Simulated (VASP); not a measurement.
K: single point with PBE

Crystal: K.

```xyz
1
Lattice="-2.4441 2.4441 2.4441 2.4441 -2.4441 2.4441 2.4441 2.4441 -2.4441" Properties=species:S:1:pos:R:3 pbc="T T T"
K     0.0000    0.0000    0.0000
```

```
Program             : VASP 6.6.1
Task                : single point
Functional          : PBE
Potentials or basis : VASP PAW PBE potentials, release 64 (K_sv)
Cutoff              : 520 eV
k mesh              : 11 × 11 × 11
Occupations         : fermi-dirac, width 0.05 eV
Spin                : no spin polarisation
```

The pressure is 1.3 GPa.

Levels at points of the mesh, in eV from the Fermi level:
| k point | band 1 | band 2 | band 3 | band 4 | band 5 | band 6 | band 7 | band 8 | band 9 |
| --- | --- | --- | --- | --- | --- | --- | --- | --- | --- |
| (0.00, 0.00, 0.00) | -32.06 | -15.48 | -15.48 | -15.48 | -2.53 | 4.47 | 4.47 | 4.47 | 5.53 |

Run time: 12 s on 1 thread of Intel(R) Xeon(R) Platinum 8488C (Sapphire Rapids), on a shared host, peak memory 0.18 GiB.
